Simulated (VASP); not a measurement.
Here is a VASP 6.6.1 calculation.

INCAR

```
  PREC = Accurate
  ENCUT = 500
  EDIFF = 1E-6
  ISMEAR = -1
  SIGMA = 0.1
  LREAL = False
  LASPH = True
  NELM = 120
  ALGO = Normal
  ISIF = 2
  LWAVE = False
  LCHARG = False
  NBANDS = 16
  GGA_COMPAT = False
```

File KPOINTS:

```
regular mesh
0
Gamma
  7 7 7
```

File POSCAR:

```
ZnSe
1.0
    0.0000000000      2.8338000000      2.8338000000
    2.8338000000      0.0000000000      2.8338000000
    2.8338000000      2.8338000000      0.0000000000
Se Zn
1 1
Direct
    0.7500000000      0.7500000000      0.7500000000
    0.0000000000      0.0000000000      0.0000000000
```

Potentials or basis: VASP PAW LDA potentials, release 64 (Se, Zn).

Command:

```sh
$ cat potpaw_LDA.64/Se/POTCAR potpaw_LDA.64/Zn/POTCAR > POTCAR
$ mpirun -np 1 vasp_std > vasp.out
```

Q: Predict the pressure.

A: -3.1 GPa.

Q: Estimate the band gap on the k mesh.

A: 1.07 eV.

Caveat: the cell stands under tension. Expect the measured gap to be larger: semilocal functionals such as LDA lack the derivative discontinuity.
